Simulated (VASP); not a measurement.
Wanted: the native input for a VASP 6.6.1 run.

```
Task                   : single point
Functional             : PBE
Potentials or basis    : VASP PAW PBE potentials, release 64 (La, Al, N)
Cutoff                 : 520 eV
k mesh                 : 4 × 4 × 4
Occupations            : gaussian, width 0.1 eV
Spin                   : no spin polarisation
Dipole correction      : no
Further INCAR settings : ALGO = Normal; EDIFF = 1e-07; NBANDS = 25
```

The structure of LaAl2N3 lies in POSCAR:

```
LaAl2N3
1.0
    3.7273616068      0.0000000000      0.0000000000
    0.0000000000      3.7273616068      0.0000000000
    0.0000000000      0.0000000000      7.2243760530
La Al N
1 2 3
Direct
    0.5000000000      0.5000000000      0.3276835369
    0.5000000000      0.5000000000      0.7368029610
    0.0000000000      0.0000000000      0.6062764140
    0.5000000000      0.0000000000      0.6790549204
    0.0000000000      0.5000000000      0.6790549204
    0.0000000000      0.0000000000      0.3297826372
```

These files were run (other wordings do the same):

INCAR

```
SYSTEM = LaAl2N3
PREC     = Accurate       ! precision mode
ENCUT    = 520            ! plane-wave cutoff, eV
EDIFF    = 1E-7           ! SCF threshold, eV
ISMEAR   = 0              ! smearing method
SIGMA    = 0.1            ! smearing width, eV
LREAL    = .FALSE.        ! projectors in reciprocal space
LASPH    = .TRUE.         ! aspherical terms in the spheres
NELM     = 60             ! most SCF steps
ALGO     = Normal         ! electronic algorithm
ISIF     = 2              ! what is computed and relaxed
LWAVE    = .FALSE.        ! write WAVECAR
LCHARG   = .FALSE.        ! write CHGCAR
GGA      = PE             ! functional
NBANDS   = 25             ! bands
```

KPOINTS

```
Automatic mesh
0
G
  4 4 4
  0 0 0
```

Potentials or basis: VASP PAW PBE potentials, release 64 (La, Al, N).

Launch:

```sh
$ cat potpaw_PBE.64/La/POTCAR potpaw_PBE.64/Al/POTCAR potpaw_PBE.64/N/POTCAR > POTCAR
$ mpirun -np 1 vasp_std > vasp.out
```

It gave:

| Property | Result |
| --- | --- |
| Pressure | 0.0 GPa |
| Largest force | 0.019 eV/Å |
| Band gap on the k mesh | zero (band 16 reaches 5.67 eV, above the bottom of band 17 at 5.45 eV) |

Caveat: the k points lie up to 0.42 Å⁻¹ apart; spin-orbit coupling is left out, which moves the levels of the heavy elements.

It took 52 s on 1 thread of Intel(R) Xeon(R) Platinum 8488C (Sapphire Rapids), with other jobs on the host, peak memory 0.22 GiB.
